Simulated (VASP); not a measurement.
The system is MnSi.

```
Mn Si
1.0
     4.55613    0.00000    0.00000
     0.00000    4.55613    0.00000
     0.00000    0.00000    4.55613
Mn Si
4 4
Direct
  0.13830 0.13830 0.13830
  0.36170 0.86170 0.63830
  0.63830 0.36170 0.86170
  0.86170 0.63830 0.36170
  0.84610 0.84610 0.84610
  0.65390 0.15390 0.34610
  0.34610 0.65390 0.15390
  0.15390 0.34610 0.65390
```

```yaml
Program: VASP 6.6.1
Task: relaxation of cell and atoms
Functional: PBE
Potentials_or_basis: VASP PAW PBE potentials, release 64 (Mn_pv, Si)
Cutoff: 600 eV
k_mesh: 4 × 4 × 4
Occupations: gaussian, width 0.1 eV
Spin: collinear spin, ferromagnetic start
Starting_moments: "[4.0, 4.0, 4.0, 4.0, 0.0, 0.0, 0.0, 0.0] μB"
```

At the start: pressure -5.5 GPa; volume 11.82 Å³/atom.

How do energy, volume and symmetry change on relaxing?

Over 5 steps the energy falls by 6.3 meV/atom and the volume is 11.51 Å³/atom (-2.6 %); space group P2_13 (No. 198, to 0.05 Å); moment 3.98 μB per cell.

The path:
```csv
step,energy change (eV),largest force (eV/Å),pressure (GPa),volume (Å³)
1,0.0000,0.2835,-5.51,94.58
2,0.0224,0.1395,7.85,89.12
3,-0.0488,0.1061,0.18,92.05
4,-0.0488,0.1019,0.27,92.00
5,-0.0505,0.0320,0.12,92.10
```

Final structure:
```
Mn Si
1.0
     4.51596    0.00000    0.00000
     0.00000    4.51596    0.00000
     0.00000    0.00000    4.51596
Mn Si
4 4
Direct
  0.13690 0.13690 0.13690
  0.36310 0.86310 0.63690
  0.63690 0.36310 0.86310
  0.86310 0.63690 0.36310
  0.84557 0.84557 0.84557
  0.65443 0.15443 0.34557
  0.34557 0.65443 0.15443
  0.15443 0.34557 0.65443
```

Caveat: the moment fell far below its start of 4 μB, so a state of higher moment may lie lower in energy.
